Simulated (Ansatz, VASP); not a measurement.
# Two plane-wave programs on ZnSe

```
Zn Se
1.0
     0.00000    2.82747    2.82747
     2.82747    0.00000    2.82747
     2.82747    2.82747    0.00000
Zn Se
1 1
Direct
  0.00000 0.00000 0.00000
  0.75000 0.75000 0.75000
```

Alike in both runs: task single point; functional PBE; dispersion D3(BJ); k mesh 8 × 8 × 8; occupations gaussian, width 0.02 eV; no spin polarisation.

|  | VASP | Ansatz |
| --- | --- | --- |
| version | VASP 6.6.1 | Ansatz 0.2.0 |
| potentials or method | VASP PAW PBE potentials, release 64 (Zn, Se), cutoff 500 eV | scalar-relativistic, plane waves, PAW |
| valence electrons in the cell | 18 | 28 |

Ansatz gave:

```
gap on the k mesh at the Fermi level (eV) : 1.31
pressure (GPa)                            : 0.0
```

Task: What did VASP give for the same quantities?

Result: gap on the k mesh at the Fermi level (eV): 1.32; pressure (GPa): 0.2.

VASP's potentials hold 18 valence electrons a cell and Ansatz's 28, so a difference there can come from the potentials and not from the codes. Ansatz's warnings: force scf threshold loose, stress scf threshold loose.
